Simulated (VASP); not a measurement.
# In in VASP: further runs

Runs on In. Level: PBE. Tasks: single point.

Everything below comes from runs of VASP 6.6.1. Logs are shortened: lines on timing, memory, paths and dates and some standing lists are left out, and cuts for length are marked.

## (1) The cell of the first run

The typed cell holds 2 atoms: a = 3.442 Å, b = 3.442 Å, c = 4.633 Å, α = 90.00°, β = 90.00°, γ = 90.00°.

The cell was built from a structure type or drawn by symmetry, and may not be a known phase.

## (2) Single point, PBE

The input, INCAR:

```
  PREC = Accurate
  ENCUT = 520
  EDIFF = 1E-7
  ISMEAR = 0
  SIGMA = 0.1
  LREAL = False
  LASPH = True
  NELM = 80
  ALGO = Normal
  ISIF = 2
  LWAVE = False
  LCHARG = False
  GGA = PE
  NBANDS = 20
```

The input, KPOINTS:

```
regular mesh
0
Gamma
  6 6 4
```

The input, POSCAR:

```
In
1.0
    3.4421019014      0.0000000000      0.0000000000
    0.0000000000      3.4421019014      0.0000000000
    0.0000000000      0.0000000000      4.6327077790
In
2
Direct
    0.0000000000      0.5000000000      0.7498972251
    0.5000000000      0.0000000000      0.2501027749
```

Potentials or basis: VASP PAW PBE potentials, release 64 (In_d).

Command:

```sh
cat potpaw_PBE.64/In_d/POTCAR > POTCAR
mpirun -np 1 vasp_std > vasp.out
```

OUTCAR:

```text
PREC = Accurate
   ENCUT = 520
   EDIFF = 1E-7
   ISMEAR = 0
   LREAL = False
   LASPH = True
   NELM = 80
   ISIF = 2
   GGA = PE

 ion  position               nearest neighbor table
   1  0.000  0.500  0.750-   2 3.36   2 3.36   2 3.36   2 3.36   2 3.36   2 3.36   2 3.36   2 3.36

   2  0.500  0.000  0.250-   1 3.36   1 3.36   1 3.36   1 3.36   1 3.36   1 3.36   1 3.36   1 3.36

  LATTYP: Found a simple tetragonal cell.
 ALAT       =     3.4421019014
 C/A-ratio  =     1.3458950117

  Lattice vectors:

 A1 = (   3.4421019014,   0.0000000000,   0.0000000000)
 A2 = (   0.0000000000,   3.4421019014,   0.0000000000)
 A3 = (   0.0000000000,   0.0000000000,   4.6327077790)

Analysis of symmetry for initial positions (statically):
=====================================================================
 Subroutine PRICEL returns:
 Original cell was already a primitive cell.

 Routine SETGRP: Setting up the symmetry group for a
 simple tetragonal supercell.

 Subroutine GETGRP returns: Found 16 space group operations
 (whereof  8 operations were pure point group operations)
 out of a pool of 16 trial point group operations.

The static configuration has the point symmetry D_2d.
 The point group associated with its full space group is D_4h.

Analysis of symmetry for dynamics (positions and initial velocities):
=====================================================================
 Subroutine PRICEL returns:
 Original cell was already a primitive cell.

 Routine SETGRP: Setting up the symmetry group for a
 simple tetragonal supercell.

 Subroutine GETGRP returns: Found 16 space group operations
 (whereof  8 operations were pure point group operations)
 out of a pool of 16 trial point group operations.

The dynamic configuration has the point symmetry D_2d.
 The point group associated with its full space group is D_4h.

 Subroutine INISYM returns: Found 16 space group operations
 (whereof  8 operations are pure point group operations),
 and found     1 'primitive' translations

----------------------------------------------------------------------------------------

                                     Primitive cell

  volume of cell :      54.8886

  direct lattice vectors                    reciprocal lattice vectors
     3.442101901  0.000000000  0.000000000     0.290520161  0.000000000  0.000000000
     0.000000000  3.442101901  0.000000000     0.000000000  0.290520161  0.000000000
     0.000000000  0.000000000  4.632707779     0.000000000  0.000000000  0.215856481

  length of vectors
     3.442101901  3.442101901  4.632707779     0.290520161  0.290520161  0.215856481

  position of ions in fractional coordinates (direct lattice)
     0.000000000  0.500000000  0.749897225
     0.500000000  0.000000000  0.250102775

  ion indices of the primitive-cell ions
   primitive index   ion index
                 1           1
                 2           2

----------------------------------------------------------------------------------------

 KPOINTS: regular mesh

Automatic generation of k-mesh.
 Grid dimensions read from file:
 generate k-points for:    6    6    4

 Generating k-lattice:

  Cartesian coordinates                     Fractional coordinates (reciprocal lattice)
     0.048420027  0.000000000  0.000000000     0.166666667  0.000000000  0.000000000
     0.000000000  0.048420027  0.000000000     0.000000000  0.166666667  0.000000000
     0.000000000  0.000000000  0.053964120     0.000000000  0.000000000  0.250000000

  Length of vectors
     0.048420027  0.048420027  0.053964120

  Shift w.r.t. Gamma in fractional coordinates (k-lattice)
     0.000000000  0.000000000  0.000000000

 Subroutine IBZKPT returns following result:
 ===========================================

 Found     30 irreducible k-points:

 Following reciprocal coordinates:
            Coordinates               Weight
  0.000000  0.000000  0.000000      1.000000
  0.166667  0.000000  0.000000      4.000000
  0.333333  0.000000  0.000000      4.000000
  0.500000  0.000000  0.000000      2.000000
  0.166667  0.166667  0.000000      4.000000
  0.333333  0.166667  0.000000      8.000000
[... 16 lines left out ...]
  0.333333  0.000000  0.500000      4.000000
  0.500000  0.000000  0.500000      2.000000
 [... further k-points ...]
   k-points           NKPTS =     30   k-points in BZ     NKDIM =     30   number of bands    NBANDS=     20
   number of dos      NEDOS =    301   number of ions     NIONS =      2
   total plane-waves  NPLWV =  28224
   dimension x,y,z NGX =    28 NGY =   28 NGZ =   36
   dimension x,y,z NGXF=    56 NGYF=   56 NGZF=   72
   ions per type =               2
   NGX,Y,Z   is equivalent  to a cutoff of  13.52, 13.52, 12.92 a.u.
   NGXF,Y,Z  is equivalent  to a cutoff of  27.05, 27.05, 25.84 a.u.
 SYSTEM =  unknown system
   PREC   = accura    normal or accurate (medium, high low for compatibility)
   ISTART =      0    job   : 0-new  1-cont  2-samecut
   ICHARG =      2    charge: 1-file 2-atom 10-const
   ISPIN  =      1    spin polarized calculation?
   LNONCOLLINEAR =      F non collinear calculations
   LSORBIT =      F    spin-orbit coupling
   LASPH  =      T    aspherical Exc in radial PAW
   ENCUT  =  520.0 eV  38.22 Ry    6.18 a.u.   6.40  6.40  8.61*2*pi/ulx,y,z
   NELM   =     80;   NELMIN=  2; NELMDL= -5     # of ELM steps
   EDIFF  = 0.1E-06   stopping-criterion for ELM
   LREAL  =      F    real-space projection
   EDIFFG = 0.1E-05   stopping-criterion for IOM
   NSW    =      0    number of steps for IOM
   IBRION =     -1    ionic relax: 0-MD 1-quasi-New 2-CG
   NFREE  =      0    steps in history (QN), initial steepest desc. (CG)
   ISIF   =      2    stress and relaxation
   ISYM   =      2    0-nonsym 1-usesym 2-fastsym
   POTIM  = 0.5000    time-step for ionic-motion
   TEBEG  =    0.0;   TEEND  =   0.0 temperature during run
   PSTRESS=    0.0 pullay stress
   NELECT =      26.0000    total number of electrons
   NUPDOWN=      -1.0000    fix difference up-down
   EMIN   =  10.00;   EMAX   =-10.00  energy-range for DOS
   EFERMI =   0.00;   METHOD = LEGACY
   ISMEAR =     0;   SIGMA  =   0.10  broadening in eV -4-tet -1-fermi 0-gaus
   EFERMI_NEDOS =   21; number of points for ismear=-14 and -15
   IALGO  =     38    algorithm
   IMIX   =      4    mixing-type and parameters
     AMIX     =   0.40;   BMIX     =  1.00
     AMIX_MAG =   1.60;   BMIX_MAG =  1.00
  volume/ion in A,a.u.               =      27.44       185.20
  Fermi-wavevector in a.u.,A,eV,Ry     =   1.276160  2.411593 22.158239  1.628585
  Thomas-Fermi vector in A             =   2.408832
   LORBIT       =      0    0 simple, 1 ext, 2 COOP (PROOUT), +10 PAW based schemes
   GGA     = PE    functional components
   LHFCALC =     F    Hartree Fock is set to
   AEXX    =    0.0000 exact exchange contribution
   IVDW    =     0    specifies the selected vdW correction
   LEPSILON=     F    determine dielectric tensor
   LRPA    =     F    only Hartree local field effects (RPA)
 non-spin polarized calculation
 Gauss-broadening in eV      SIGMA  =   0.10
  energy-cutoff  :      520.00
  volume of cell :       54.89
 maximum number of plane-waves:      1498
 NGX is ok and might be reduce to    28

 number of electron      25.9999991 magnetization

 Free energy of the ion-electron system (eV)
  ---------------------------------------------------
  ext. energy  EPLUGINS =         0.00000000
  ---------------------------------------------------
  free energy    TOTEN  =        -5.15449008 eV

  energy without entropy =       -5.15041739  energy(sigma->0) =       -5.15245374

 E-fermi :   6.9272     XC(G=0): -10.0291

 val. band max:        6.8217799388   @ k =   0.5000   0.3333   0.2500
 cond. band min:       6.9304731543   @ k =   0.5000   0.5000   0.5000
 fundamental gap:      0.1086932155
 Fermi energy:         6.9271908827

 k-point     1 :       0.0000    0.0000    0.0000
  band No.  band energies     occupation
      1      -7.7736      2.00000
      2      -7.7070      2.00000
      3      -7.6186      2.00000
      4      -7.6186      2.00000
      5      -7.5611      2.00000
      6      -7.4782      2.00000
[... 12 lines left out ...]
     19      17.1902      0.00000
     20      17.1902      0.00000

 k-point     2 :       0.1667    0.0000    0.0000
  band No.  band energies     occupation
      1      -7.7289      2.00000
      2      -7.6608      2.00000
      3      -7.6206      2.00000
      4      -7.5939      2.00000
      5      -7.5374      2.00000
      6      -7.4871      2.00000
[... 12 lines left out ...]
     19      17.1315      0.00000
     20      17.3250      0.00000

 k-point     3 :       0.3333    0.0000    0.0000
  band No.  band energies     occupation
      1      -7.6607      2.00000
      2      -7.6095      2.00000
      3      -7.5389      2.00000
      4      -7.5274      2.00000
      5      -7.5205      2.00000
      6      -7.4976      2.00000
[... 12 lines left out ...]
     19      16.3677      0.00000
     20      18.2434      0.00000

 k-point     4 :       0.5000    0.0000    0.0000
  band No.  band energies     occupation
      1      -7.5914      2.00000
      2      -7.5914      2.00000
      3      -7.5532      2.00000
      4      -7.5532      2.00000
      5      -7.4793      2.00000
      6      -7.4793      2.00000
[... 12 lines left out ...]
     19      16.2228      0.00000
     20      16.2228      0.00000

 k-point     5 :       0.1667    0.1667    0.0000
  band No.  band energies     occupation
      1      -7.6661      2.00000
      2      -7.6626      2.00000
      3      -7.6431      2.00000
      4      -7.5335      2.00000
      5      -7.5160      2.00000
      6      -7.4995      2.00000
[... 12 lines left out ...]
     19      16.5762      0.00000
     20      17.2816      0.00000
[... 353 lines left out ...]
      6      -7.4540      2.00000
[... 12 lines left out ...]
     19      15.2764      0.00000
     20      15.2786      0.00000

 k-point    22 :       0.1667    0.0000    0.5000
  band No.  band energies     occupation
      1      -7.6434      2.00000
      2      -7.6430      2.00000
      3      -7.5417      2.00000
      4      -7.5412      2.00000
      5      -7.5161      2.00000
      6      -7.5159      2.00000
[... 12 lines left out ...]
     19      16.1945      0.00000
     20      16.1950      0.00000

 k-point    23 :       0.3333    0.0000    0.5000
  band No.  band energies     occupation
      1      -7.6362      2.00000
      2      -7.6359      2.00000
      3      -7.5874      2.00000
      4      -7.5874      2.00000
      5      -7.5610      2.00000
      6      -7.5607      2.00000
[... 12 lines left out ...]
     19      17.0293      0.00000
     20      17.0294      0.00000

 k-point    24 :       0.5000    0.0000    0.5000
  band No.  band energies     occupation
      1      -7.6514      2.00000
      2      -7.6514      2.00000
      3      -7.6166      2.00000
      4      -7.6166      2.00000
      5      -7.5655      2.00000
      6      -7.5655      2.00000
[... 12 lines left out ...]
     19      17.9069      0.00000
     20      17.9069      0.00000

 [... further k-points ...]

------------------------ aborting loop because EDIFF is reached ----------------------------------------

  FORCE on cell =-STRESS in cart. coord.  units (eV):
  Direction    XX          YY          ZZ          XY          YZ          ZX
  --------------------------------------------------------------------------------------
  -------------------------------------------------------------------------------------
  Total       -0.0107497     -0.0107497     -0.0313700      0.0000000      0.0000000      0.0000000
  in kB       -0.3137806     -0.3137806     -0.9156789      0.0000000      0.0000000      0.0000000
  external PRESSURE =      -0.5144134 kB  Pullay stress =       0.0000000 kB

 VOLUME and BASIS-vectors are now :
 -----------------------------------------------------------------------------
  energy-cutoff  :      520.00
  volume of cell :       54.89
      direct lattice vectors                 reciprocal lattice vectors
     3.442101901  0.000000000  0.000000000     0.290520161  0.000000000  0.000000000
     0.000000000  3.442101901  0.000000000     0.000000000  0.290520161  0.000000000
     0.000000000  0.000000000  4.632707779     0.000000000  0.000000000  0.215856481

 POSITION                                       TOTAL-FORCE (eV/Angst)
 -----------------------------------------------------------------------------------
      0.00000      1.72105      3.47405         0.000000      0.000000      0.001410
      1.72105      0.00000      1.15865        -0.000000      0.000000     -0.001410
 -----------------------------------------------------------------------------------
    total drift:                                0.000000      0.000000     -0.000000

  FREE ENERGIE OF THE ION-ELECTRON SYSTEM (eV)
  ---------------------------------------------------
  free  energy   TOTEN  =        -5.1544900826 eV

  energy  without entropy=       -5.1504173943  energy(sigma->0) =       -5.15245374
```

Wall time 29 s (1 thread of Intel Xeon Platinum 8488C (Sapphire Rapids), shared host); peak memory 0.17 GiB.

Results:

| Quantity | Value |
| --- | --- |
| Free energy | -5.1545 eV |
| Pressure | -0.1 GPa |
| Band gap on the k mesh | zero (bands 13 and 14 overlap by 8.86 eV) |

Levels at points of the mesh, in eV from the Fermi level:
| k point | band 9 | band 10 | band 11 | band 12 | band 13 | band 14 | band 15 | band 16 | band 17 | band 18 |
| --- | --- | --- | --- | --- | --- | --- | --- | --- | --- | --- |
| (0.00, 0.00, 0.00) | -14.20 | -14.20 | -9.16 | -1.66 | -1.57 | 3.57 | 3.57 | 6.69 | 7.10 | 10.14 |
| (0.50, 0.00, 0.00) | -14.33 | -14.33 | -5.71 | -5.71 | 1.98 | 1.98 | 2.17 | 2.17 | 7.21 | 7.21 |
| (0.50, 0.50, 0.00) | -14.19 | -14.19 | -2.39 | -2.39 | -2.16 | -2.16 | 4.10 | 4.10 | 4.37 | 4.37 |
| (0.00, 0.00, 0.50) | -14.33 | -14.33 | -7.26 | -7.26 | 5.75 | 5.75 | 5.76 | 5.76 | 6.21 | 6.21 |
| (0.50, 0.00, 0.50) | -14.23 | -14.23 | -4.23 | -4.23 | -3.11 | -3.11 | 7.71 | 7.71 | 8.47 | 8.47 |
| (0.50, 0.50, 0.50) | -14.23 | -14.23 | -1.82 | -1.82 | 0.00 | 0.00 | 0.01 | 0.01 | 1.30 | 1.30 |

Caveat: spin-orbit coupling is left out, which moves the levels of the heavy elements.

## (3) Single point, PBE

This run uses another cell than the first one: it holds 4 atoms, not 2.

The input, INCAR:

```
SYSTEM = In
PREC     = Accurate       ! precision mode
ENCUT    = 520            ! plane-wave cutoff, eV
EDIFF    = 1E-7           ! SCF threshold, eV
ISMEAR   = 0              ! smearing method
SIGMA    = 0.2            ! smearing width, eV
LREAL    = .False.        ! projectors in reciprocal space
LASPH    = .True.         ! aspherical terms in the spheres
NELM     = 80             ! most SCF steps
ALGO     = Fast           ! electronic algorithm
ISIF     = 2              ! what is computed and relaxed
LWAVE    = .False.        ! write WAVECAR
LCHARG   = .False.        ! write CHGCAR
GGA      = PE             ! functional
NBANDS   = 34             ! bands
```

The input, KPOINTS:

```
regular mesh
0
Gamma
  6 4 4
  0 0 0
```

The input, POSCAR:

```
In
1.0
   -1.7205472139     -1.7205472139      2.3240406738
    5.1616416418     -1.7205472139      2.3240406738
   -1.7205472139      5.1616416418      2.3240406738
In
4
Direct
    0.0000000000      0.0000000000      0.0000000000
    0.5000000000      0.5000000000      1.0000000000
    0.5000000000      0.0000000000      0.5000000000
    0.0000000000      0.5000000000      0.5000000000
```

Potentials or basis: VASP PAW PBE potentials, release 64 (In_d).

Command:

```sh
cat potpaw_PBE.64/In_d/POTCAR > POTCAR
mpirun -np 1 vasp_std > vasp.out
```

It took 3.1 min on 1 thread of Intel Xeon Platinum 8488C (Sapphire Rapids), shared host; peak memory 0.28 GiB.

Results (log left out):

```
Free energy            : -10.2691 eV
Pressure               : 0.0 GPa
Band gap on the k mesh : zero (bands 26 and 27 overlap by 4.07 eV)
```

Stress tensor (GPa, compression positive):
```
 0.54 -0.46  0.78
-0.46  0.54  0.78
 0.78  0.78 -1.18
```

Levels at points of the mesh, in eV from the Fermi level:
```csv
k point,band 23,band 24,band 25,band 26,band 27,band 28,band 29,band 30
"(0.00, 0.00, 0.00)",-4.19,-3.06,-3.06,-2.33,-2.10,4.12,4.38,7.47
"(0.50, 0.00, 0.00)",-1.57,-1.57,-0.16,-0.16,0.31,0.31,1.36,1.36
"(0.00, 0.50, 0.00)",-4.34,-4.34,-0.39,-0.39,2.80,2.80,3.11,3.11
"(0.50, 0.50, 0.00)",-4.03,-4.03,-0.66,-0.66,-0.39,-0.39,2.80,2.80
"(0.00, 0.50, 0.50)",-5.48,-5.48,1.36,1.36,1.88,1.88,5.69,5.69
"(0.50, 0.50, 0.50)",-3.06,-3.06,-2.33,-2.10,-1.64,-1.58,3.63,3.63
```

Caveat: spin-orbit coupling is left out, which moves the levels of the heavy elements.

## (4) Single point, PBE

This run uses another cell than the first one: it holds 1 atom, not 2.

The input, INCAR:

```
PREC = Accurate
ENCUT = 520
EDIFF = 1E-6
ISMEAR = 0
SIGMA = 0.1
LREAL = F
LASPH = T
NELM = 100
ALGO = Fast
ISIF = 2
LWAVE = F
LCHARG = F
GGA = PE
NBANDS = 12
```

The input, KPOINTS:

```
regular mesh
0
Gamma
  22 22 22
```

The input, POSCAR:

```
In
1.0
   -1.7205472139      1.7205472139      2.3240406738
    1.7205472139     -1.7205472139      2.3240406738
    1.7205472139      1.7205472139     -2.3240406738
In
1
Direct
    0.0000000000      0.0000000000      0.0000000000
```

Command:

```sh
cat potpaw_PBE.64/In_d/POTCAR > POTCAR
mpirun -np 1 vasp_std > vasp.out
```

Wall time 3.7 min (1 thread of Intel Xeon Platinum 8488C (Sapphire Rapids), shared host); peak memory 0.37 GiB.

The run converged. Its results:

| Item | Value |
| --- | --- |
| Free energy | -2.5614 eV |
| Pressure | -0.1 GPa |
| Band gap on the k mesh | zero (an odd number of electrons rules out a gap without spin polarisation) |

Levels at points of the mesh, in eV from the Fermi level:
| k point | band 3 | band 4 | band 5 | band 6 | band 7 | band 8 | band 9 | band 10 |
| --- | --- | --- | --- | --- | --- | --- | --- | --- |
| (0.00, 0.00, 0.00) | -14.54 | -14.45 | -14.40 | -9.19 | 10.07 | 10.18 | 10.18 | 11.45 |
| (0.50, 0.00, 0.00) | -14.54 | -14.30 | -14.28 | -4.28 | -3.15 | 7.67 | 8.39 | 10.90 |
| (0.50, 0.50, 0.00) | -14.30 | -14.28 | -14.24 | -2.42 | -2.19 | 4.03 | 4.29 | 7.38 |
| (0.50, 0.50, 0.50) | -14.30 | -14.25 | -14.25 | -1.73 | -1.67 | 3.54 | 3.54 | 6.66 |

Caveat: spin-orbit coupling is left out, which moves the levels of the heavy elements.

## (5) Single point, PBE

This run uses another cell than the first one: it holds 1 atom, not 2.

The input, INCAR:

```
SYSTEM = In
  ALGO = Fast
  EDIFF = 1E-7
  ENCUT = 520
  GGA = PE
  ISIF = 2
  ISMEAR = 0
  LASPH = .True.
  LCHARG = .True.
  LELF = .True.
  LREAL = .False.
  LVHAR = .True.
  LWAVE = .False.
  NBANDS = 12
  NELM = 80
  PREC = Accurate
  SIGMA = 0.1
```

The input, KPOINTS:

```
k-points
0
Gamma
  22 22 22
  0 0 0
```

POSCAR is that of step 4.

Command:

```sh
cat potpaw_PBE.64/In_d/POTCAR > POTCAR
mpirun -np 1 vasp_std > vasp.out
```

It took 4.8 min on 1 thread of Intel Xeon Platinum 8488C (Sapphire Rapids), shared host; peak memory 0.37 GiB.

Results (log left out):

```yaml
Free_energy: -2.5614 eV
Pressure: -0.1 GPa
Band_gap_on_the_k_mesh: zero (an odd number of electrons rules out a gap without spin polarisation)
```

Levels at points of the mesh, in eV from the Fermi level:
```csv
k point,band 2,band 3,band 4,band 5,band 6,band 7,band 8,band 9,band 10,band 11
"(0.00, 0.00, 0.00)",-14.59,-14.54,-14.45,-14.40,-9.19,10.07,10.18,10.18,11.45,13.58
"(0.50, 0.00, 0.00)",-14.59,-14.54,-14.30,-14.28,-4.28,-3.15,7.68,8.39,10.90,11.86
"(0.50, 0.50, 0.00)",-14.68,-14.30,-14.28,-14.24,-2.42,-2.19,4.03,4.29,7.38,7.60
"(0.50, 0.50, 0.50)",-14.68,-14.30,-14.25,-14.25,-1.73,-1.67,3.54,3.54,6.66,7.07
```

Caveat: spin-orbit coupling is left out, which moves the levels of the heavy elements.

## (6) Summary

```csv
cell,k mesh,smearing,gap on the mesh (eV),pressure (GPa)
"a = 3.442, b = 3.442, c = 4.633 Å, 2 atoms, atomic positions A",6 × 6 × 4,gaussian 0.1 eV,none,-0.1
"a = 3.365, b = 5.916, c = 5.916 Å, angles 110.7, 91.5, 91.5°, 4 atoms, atomic positions B",6 × 4 × 4,gaussian 0.2 eV,none,0.0
"a = 3.365 Å, angles 118.5, 118.5, 92.6°, 1 atom, atomic positions C",22 × 22 × 22,gaussian 0.1 eV,none,-0.1
```

Alike in all rows: task single point; level PBE; potentials or basis VASP PAW PBE potentials, release 64 (In_d); no spin polarisation; cutoff (eV) 520.

Caveats: spin-orbit coupling is left out, which moves the levels of the heavy elements.

Absolute energies hang on the potentials; compare differences alone.
